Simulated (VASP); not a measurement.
# MnSi (zincblende type) (F-43m) in VASP: single point with r2SCAN

Aim: the single point of MnSi (zincblende type) with r2SCAN.

Everything below comes from runs of VASP 6.6.1. Logs are shortened: lines on timing, memory, paths and dates and some standing lists are left out, and cuts for length are marked.

**1. The cell of the first run**

Symmetry: F-43m, No. 216, cubic system. The conventional cell has a = 5.589 Å, b = 5.589 Å, c = 5.589 Å, α = 90.00°, β = 90.00°, γ = 90.00°. Mn (site symmetry -43m) has 4 Si at 2.42 Å within 3.2 Å. Si (site symmetry -43m) has 4 Mn at 2.42 Å within 3.2 Å.

**2. Single point, r2SCAN, collinear spin, ferromagnetic start**

Contents of POSCAR:

```
MnSi
1.0
    0.0000000000      2.7944336970      2.7944336970
    2.7944336970      0.0000000000      2.7944336970
    2.7944336970      2.7944336970      0.0000000000
Mn Si
1 1
Direct
    0.0000000000      0.0000000000      0.0000000000
    0.2500000000      0.2500000000      0.2500000000
```

Contents of INCAR.step1:

```
SYSTEM = MnSi
PREC     = Accurate       ! precision mode
ENCUT    = 520            ! plane-wave cutoff, eV
ISMEAR   = -1             ! smearing method
SIGMA    = 0.1            ! smearing width, eV
LREAL    = .False.        ! projectors in reciprocal space
LASPH    = .True.         ! aspherical terms in the spheres
NELM     = 150            ! most SCF steps
ISPIN    = 2              ! spin polarisation
MAGMOM   = 3 0            ! initial moments
LMAXMIX  = 4              ! l up to which the mixer works
NBANDS   = 20             ! bands
GGA      = PE             ! functional
ALGO     = Normal         ! electronic algorithm
EDIFF    = 1E-4           ! SCF threshold, eV
LWAVE    = .True.         ! write WAVECAR
LCHARG   = .False.        ! write CHGCAR
```

Contents of INCAR.step2:

```
SYSTEM = MnSi
PREC     = Accurate       ! precision mode
ENCUT    = 520            ! plane-wave cutoff, eV
EDIFF    = 1E-7           ! SCF threshold, eV
ISMEAR   = -1             ! smearing method
SIGMA    = 0.1            ! smearing width, eV
LREAL    = .False.        ! projectors in reciprocal space
LASPH    = .True.         ! aspherical terms in the spheres
NELM     = 150            ! most SCF steps
ALGO     = Normal         ! electronic algorithm
ISIF     = 2              ! what is computed and relaxed
LWAVE    = .False.        ! write WAVECAR
LCHARG   = .True.         ! write CHGCAR
ISPIN    = 2              ! spin polarisation
MAGMOM   = 3 0            ! initial moments
LORBIT   = 11             ! projections on sites
LMAXMIX  = 4              ! l up to which the mixer works
METAGGA  = R2SCAN         ! meta-GGA
LMIXTAU  = .True.       
LELF     = .True.         ! ELF
LVHAR    = .True.       
NBANDS   = 20             ! bands
ISTART   = 1
```

Contents of KPOINTS:

```
Automatic mesh
0
Gamma
  12 12 12
  0 0 0
```

Potentials or basis: VASP PAW PBE potentials, release 64 (Mn_pv, Si).

Started as:

```sh
$ cat potpaw_PBE.64/Mn_pv/POTCAR potpaw_PBE.64/Si/POTCAR > POTCAR
$ cp INCAR.step1 INCAR
$ mpirun -np 1 vasp_std > vasp.out
$ cp INCAR.step2 INCAR
$ mpirun -np 1 vasp_std > vasp.out
```

OUTCAR:

```text
SYSTEM = MnSi
   PREC = Accurate
   ENCUT = 520
   EDIFF = 1E-7
   ISMEAR = -1
   LREAL = .False.
   LASPH = .True.
   NELM = 150
   ISIF = 2
   ISPIN = 2
   LORBIT = 11
   METAGGA = R2SCAN
   ISTART = 1

 ion  position               nearest neighbor table
   1  0.000  0.000  0.000-   2 2.42   2 2.42   2 2.42   2 2.42
   2  0.250  0.250  0.250-   1 2.42   1 2.42   1 2.42   1 2.42

  LATTYP: Found a face centered cubic cell.
 ALAT       =     5.5888673940

  Lattice vectors:

 A1 = (   0.0000000000,   2.7944336970,   2.7944336970)
 A2 = (   2.7944336970,   0.0000000000,   2.7944336970)
 A3 = (   2.7944336970,   2.7944336970,   0.0000000000)

Analysis of symmetry for initial positions (statically):
=====================================================================
 Subroutine PRICEL returns:
 Original cell was already a primitive cell.

 Routine SETGRP: Setting up the symmetry group for a
 face centered cubic supercell.

 Subroutine GETGRP returns: Found 24 space group operations
 (whereof 24 operations were pure point group operations)
 out of a pool of 48 trial point group operations.

The static configuration has the point symmetry T_d .

Analysis of symmetry for dynamics (positions and initial velocities):
=====================================================================
 Subroutine PRICEL returns:
 Original cell was already a primitive cell.

 Routine SETGRP: Setting up the symmetry group for a
 face centered cubic supercell.

 Subroutine GETGRP returns: Found 24 space group operations
 (whereof 24 operations were pure point group operations)
 out of a pool of 48 trial point group operations.

The dynamic configuration has the point symmetry T_d .

Analysis of structural, dynamic, and magnetic symmetry:
=====================================================================
 Subroutine PRICEL returns:
 Original cell was already a primitive cell.

 Routine SETGRP: Setting up the symmetry group for a
 face centered cubic supercell.

 Subroutine GETGRP returns: Found 24 space group operations
 (whereof 24 operations were pure point group operations)
 out of a pool of 48 trial point group operations.

The overall configuration has the point symmetry T_d .

 Subroutine INISYM returns: Found 24 space group operations
 (whereof 24 operations are pure point group operations),
 and found     1 'primitive' translations

----------------------------------------------------------------------------------------

                                     Primitive cell

[... 112 lines left out ...]
  Fermi-wavevector in a.u.,A,eV,Ry     =   1.195604  2.259364 19.449103  1.429469
  Thomas-Fermi vector in A             =   2.331565
   LORBIT       =     11    0 simple, 1 ext, 2 COOP (PROOUT), +10 PAW based schemes
   METAGGA = R2SCAN    functional components
   LHFCALC =     F    Hartree Fock is set to
   AEXX    =    0.0000 exact exchange contribution
   IVDW    =     0    specifies the selected vdW correction
   LEPSILON=     F    determine dielectric tensor
   LRPA    =     F    only Hartree local field effects (RPA)
 spin polarized calculation
  energy-cutoff  :      520.00
  volume of cell :       43.64
 maximum number of plane-waves:      1211
 NGX is ok and might be reduce to    30
   NGX = 15   NGY = 15   NGZ = 15

 number of electron      16.9999987 magnetization       2.9981198

 Free energy of the ion-electron system (eV)
  ---------------------------------------------------
  ext. energy  EPLUGINS =         0.00000000
  ---------------------------------------------------
  free energy    TOTEN  =       -22.31211228 eV

  energy without entropy =      -22.29425625  energy(sigma->0) =      -22.30318426

 E-fermi :   4.0117     XC(G=0): -10.0015

 val. band max:        4.0045330318   @ k =   0.4167   0.2500   0.0833
 cond. band min:       4.0853051151   @ k =   0.5000   0.3333   0.0000
 fundamental gap:      0.0807720832
 Fermi energy:         4.0116799393

 spin component 1

 k-point     1 :       0.0000    0.0000    0.0000
  band No.  band energies     occupation
      1     -48.0665      1.00000
      2     -48.0665      1.00000
      3     -48.0664      1.00000
      4      -5.0154      1.00000
      5       0.5563      1.00000
      6       0.5563      1.00000
[... 541 lines left out ...]
     19      18.6772      0.00000
     20      21.5938      0.00000

 [... further k-points ...]

 spin component 2

 k-point     1 :       0.0000    0.0000    0.0000
  band No.  band energies     occupation
      1     -43.1388      1.00000
      2     -43.1388      1.00000
      3     -43.1386      1.00000
      4      -5.4988      1.00000
      5       2.9406      0.99998
      6       2.9406      0.99998
[... 541 lines left out ...]
     19      19.3104      0.00000
     20      21.8236      0.00000

 [... further k-points ...]

------------------------ aborting loop because EDIFF is reached ----------------------------------------

  FORCE on cell =-STRESS in cart. coord.  units (eV):
  Direction    XX          YY          ZZ          XY          YZ          ZX
  --------------------------------------------------------------------------------------
  -------------------------------------------------------------------------------------
  Total       -0.2708462     -0.2708462     -0.2708462     -0.0000000      0.0000000      0.0000000
  in kB       -9.9431006     -9.9431006     -9.9431006     -0.0000000      0.0000000      0.0000000
  external PRESSURE =      -9.9431006 kB  Pullay stress =       0.0000000 kB

 VOLUME and BASIS-vectors are now :
 -----------------------------------------------------------------------------
  energy-cutoff  :      520.00
  volume of cell :       43.64
      direct lattice vectors                 reciprocal lattice vectors
     0.000000000  2.794433697  2.794433697    -0.178927130  0.178927130  0.178927130
     2.794433697  0.000000000  2.794433697     0.178927130 -0.178927130  0.178927130
     2.794433697  2.794433697  0.000000000     0.178927130  0.178927130 -0.178927130

 POSITION                                       TOTAL-FORCE (eV/Angst)
 -----------------------------------------------------------------------------------
      0.00000      0.00000      0.00000         0.000000     -0.000000      0.000000
      1.39722      1.39722      1.39722        -0.000000      0.000000     -0.000000
 -----------------------------------------------------------------------------------
    total drift:                                0.000025      0.000025      0.000025

  FREE ENERGIE OF THE ION-ELECTRON SYSTEM (eV)
  ---------------------------------------------------
  free  energy   TOTEN  =       -22.3121122764 eV

  energy  without entropy=      -22.2942562514  energy(sigma->0) =      -22.30318426

 total charge

# of ion       s       p       d       tot
------------------------------------------
    1        0.386   6.209   4.981  11.576
    2        0.813   0.905   0.000   1.717
--------------------------------------------------
tot          1.198   7.113   4.981  13.293

 magnetization (x)

# of ion       s       p       d       tot
------------------------------------------
    1        0.053  -0.019   3.496   3.530
    2       -0.035  -0.322   0.000  -0.357
--------------------------------------------------
tot          0.018  -0.340   3.496   3.173
```

OUTCAR.step1:

```text
SYSTEM = MnSi
   PREC = Accurate
   ENCUT = 520
   ISMEAR = -1
   LREAL = .False.
   LASPH = .True.
[... 1346 lines left out ...]
      0.00000      0.00000      0.00000         0.000000      0.000000      0.000000
      1.39722      1.39722      1.39722        -0.000000     -0.000000     -0.000000
 -----------------------------------------------------------------------------------
    total drift:                                0.000000      0.000000      0.000000

  FREE ENERGIE OF THE ION-ELECTRON SYSTEM (eV)
  ---------------------------------------------------
  free  energy   TOTEN  =       -12.9380959866 eV

  energy  without entropy=      -12.9015784305  energy(sigma->0) =      -12.91983721
```

OSZICAR.step1:

```text
N       E                     dE             d eps       ncg     rms          rms(c)
DAV:   1     0.119479537645E+03    0.11948E+03   -0.91841E+03  5832   0.839E+02
DAV:   2    -0.102824206274E+02   -0.12976E+03   -0.12261E+03  5972   0.241E+02
DAV:   3    -0.149037636142E+02   -0.46213E+01   -0.45741E+01  6744   0.506E+01
DAV:   4    -0.149584793924E+02   -0.54716E-01   -0.54698E-01  6484   0.553E+00
DAV:   5    -0.149595952592E+02   -0.11159E-02   -0.11158E-02  6648   0.795E-01    0.142E+01
DAV:   6    -0.199898721294E+02   -0.50303E+01   -0.24286E+01  6380   0.546E+01    0.313E+01
DAV:   7    -0.127700001143E+02    0.72199E+01   -0.16845E+01  6380   0.403E+01    0.534E+00
DAV:   8    -0.128785139709E+02   -0.10851E+00   -0.25830E-01  6456   0.366E+00    0.275E+00
DAV:   9    -0.129346125301E+02   -0.56099E-01   -0.11374E-01  6464   0.251E+00    0.970E-01
DAV:  10    -0.129356799446E+02   -0.10674E-02   -0.20417E-02  6708   0.100E+00    0.614E-01
DAV:  11    -0.129374813143E+02   -0.18014E-02   -0.31712E-03  6280   0.450E-01    0.316E-01
DAV:  12    -0.129380498145E+02   -0.56850E-03   -0.67010E-04  6696   0.249E-01    0.697E-02
DAV:  13    -0.129380959866E+02   -0.46172E-04   -0.11967E-04  3460   0.842E-02
   1 F= -.12938096E+02 E0= -.12919837E+02  d E =-.365176E-01  mag=     2.8098
```

Run time: 4.1 min. Hardware: 1 thread of Intel Xeon 6975P-C (Granite Rapids), shared host; peak memory 0.26 GiB.

What came out:

| Property | Result |
| --- | --- |
| Free energy | -22.3121 eV |
| Pressure | -1.0 GPa |
| Band gap on the k mesh | zero (filled and empty bands overlap) |
| Net moment | 3.00 μB per cell |
| Site moments | Mn +3.53; Si -0.36 μB |
| Valence electrons inside the program's atomic spheres | Mn 11.58; Si 1.72 |

Levels at points of the mesh, in eV from the Fermi level:
Spin up:
| k point | band 8 | band 9 | band 10 | band 11 | band 12 | band 13 |
| --- | --- | --- | --- | --- | --- | --- |
| (0.00, 0.00, 0.00) | -2.86 | -2.86 | 4.86 | 4.86 | 4.86 | 6.81 |
| (0.50, 0.00, 0.00) | -2.68 | -2.68 | -2.11 | 2.97 | 2.97 | 6.32 |
| (0.50, 0.50, 0.00) | -2.65 | -2.40 | -1.67 | 0.58 | 0.58 | 4.78 |
Spin down:
```tsv
k point	band 4	band 5	band 6	band 7	band 8	band 9	band 10	band 11
(0.00, 0.00, 0.00)	-9.51	-1.07	-1.07	-1.07	1.74	1.74	5.89	5.89
(0.50, 0.00, 0.00)	-7.75	-3.64	-0.84	-0.84	1.54	1.83	1.83	3.92
(0.50, 0.50, 0.00)	-7.10	-3.44	-0.71	-0.71	0.36	1.76	2.12	2.13
```

Caveat: the PAW data sets were made with another functional, which shifts forces and pressure a little.
